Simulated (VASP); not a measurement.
Crystal: TaN.

```
CELL_PARAMETERS angstrom
0.00000 2.17900 2.17900
2.17900 0.00000 2.17900
2.17900 2.17900 0.00000
ATOMIC_POSITIONS crystal
Ta 0.50000 0.50000 0.50000
N 0.00000 0.00000 0.00000
```

| Item | Value |
| --- | --- |
| Program | VASP 6.6.1 |
| Task | relaxation of cell and atoms |
| Functional | r2SCAN |
| Potentials or basis | VASP PAW PBE potentials, release 64 (Ta_pv, N) |
| Cutoff | 600 eV |
| k mesh | 10 × 10 × 10 |
| Occupations | fermi-dirac, width 0.05 eV |
| Spin | no spin polarisation |
| Hubbard terms | Ta d U = 8.0 eV |

At the start: pressure 39.6 GPa; volume 10.35 Å³/atom.

Where does the relaxation end?

Over 18 steps the energy falls by 126.5 meV/atom and the volume is 11.47 Å³/atom (+10.8 %); space group Fm-3m (No. 225, to 0.1 Å) before and after.

The path:
```tsv
step	energy change (eV)	largest force (eV/Å)	pressure (GPa)	volume (Å³)
1	0.0000	0.0000	39.57	20.69
2	0.8379	0.0000	-43.92	29.33
3	-0.2510	0.0000	-2.95	23.16
4	-0.2530	0.0000	-0.38	22.96
5	-0.2530	0.0000	0.25	22.92
6	-0.2530	0.0000	0.25	22.92
7	-0.2530	0.0000	0.23	22.92
8	-0.2530	0.0000	0.23	22.92
9	-0.2530	0.0000	0.23	22.92
10	-0.2530	0.0000	0.23	22.92
11	-0.2530	0.0000	0.23	22.92
12	-0.2530	0.0000	0.23	22.92
13	-0.2530	0.0000	0.23	22.92
14	-0.2530	0.0000	0.23	22.92
15	-0.2530	0.0000	0.22	22.92
16	-0.2531	0.0000	0.19	22.92
17	-0.2531	0.0000	0.14	22.92
18	-0.2531	0.0000	0.05	22.93
```

Final structure:
```
Ta N
1.0
     0.00000    2.25491    2.25491
     2.25491    0.00000    2.25491
     2.25491    2.25491    0.00000
Ta N
1 1
Direct
  0.50000 0.50000 0.50000
  0.00000 0.00000 0.00000
```

Caveat: the PAW data sets were made with another functional, which shifts forces and pressure a little; U without spin polarisation on a metal has little footing.
